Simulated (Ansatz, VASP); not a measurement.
**Two plane-wave programs on Al4Ir**

File INCAR:

```
PREC = Accurate
ENCUT = 520
EDIFF = 1E-7
ISMEAR = 0
SIGMA = 0.1
LREAL = False
LASPH = True
NELM = 150
ALGO = Fast
ISIF = 2
LWAVE = False
LCHARG = True
ISPIN = 2
MAGMOM = 0 0 0 0 1
LORBIT = 11
LMAXMIX = 4
GGA = PE
LELF = True
LVHAR = True
NBANDS = 22
```

KPOINTS

```
regular mesh
0
Gamma
  6 6 2
```

File POSCAR:

```
Al4Ir
1.0
    2.9068361384      0.0000000000      0.0000000000
    0.0000000000      2.9068361384      0.0000000000
    0.0000000000      0.0000000000      9.7306219183
Al Ir
4 1
Direct
    0.0000000000      0.0000000000      0.1645616136
    0.0000000000      0.0000000000      0.8354383864
    0.5000000000      0.5000000000      0.3641025247
    0.5000000000      0.5000000000      0.6358974753
    0.5000000000      0.5000000000      0.0000000000
```

Input for Ansatz:

```yaml
crystal:
  lattice:
    - [2.9068361384, 0.0, 0.0]
    - [0.0, 2.9068361384, 0.0]
    - [0.0, 0.0, 9.7306219183]
  atoms:
    - { symbol: Al, position: [0.0, 0.0, 0.1645616136] }
    - { symbol: Al, position: [0.0, 0.0, 0.8354383864] }
    - { symbol: Al, position: [0.5, 0.5, 0.3641025247] }
    - { symbol: Al, position: [0.5, 0.5, 0.6358974753] }
    - { symbol: Ir, position: [0.5, 0.5, 0.0], spin: 1.0 }
basis:
  ecutwfc: 420
kpoints:
  mp_grid: { grid: [6, 6, 2] }
hamiltonian:
  xc: pbe
scf:
  occupations: { method: gaussian, width: 0.1 }
  lower_state_search: "off"
output:
  forces: true
  stress: true
  eigenvalues: true
  populations: true
magnetization:
  spin_polarized: true
```

Alike in both runs: task single point; functional PBE; k mesh 6 × 6 × 2; occupations gaussian, width 0.1 eV; collinear spin.

|  | VASP | Ansatz |
| --- | --- | --- |
| version | VASP 6.6.1 | Ansatz 0.2.0 |
| potentials or method | VASP PAW PBE potentials, release 64 (Al, Ir), cutoff 520 eV | scalar-relativistic, plane waves, PAW |
| valence electrons in the cell | 21 | 29 |

```csv
,VASP,Ansatz,Ansatz less VASP
gap on the k mesh at the Fermi level (eV),none,none,-
pressure (GPa),-0.1,-0.1,-0.03
"traceless stress, the component that is largest in VASP (GPa)",-0.87,-0.80,+0.063
rms of the force components (eV/Å),0.037,0.034,-0.0027
net moment per atom (μB),0.00,0.00,0.000
```

Atom by atom the forces differ by 0.003 eV/Å (rms over components). A gap of «none» marks a metal or a gap that the smearing closes. VASP's potentials hold 21 valence electrons a cell and Ansatz's 29, so a difference there can come from the potentials and not from the codes. Ansatz's warnings: seeded moment not kept.

The k mesh is coarse, so the values compare programs but aren't converged. Spin-orbit coupling is off throughout.
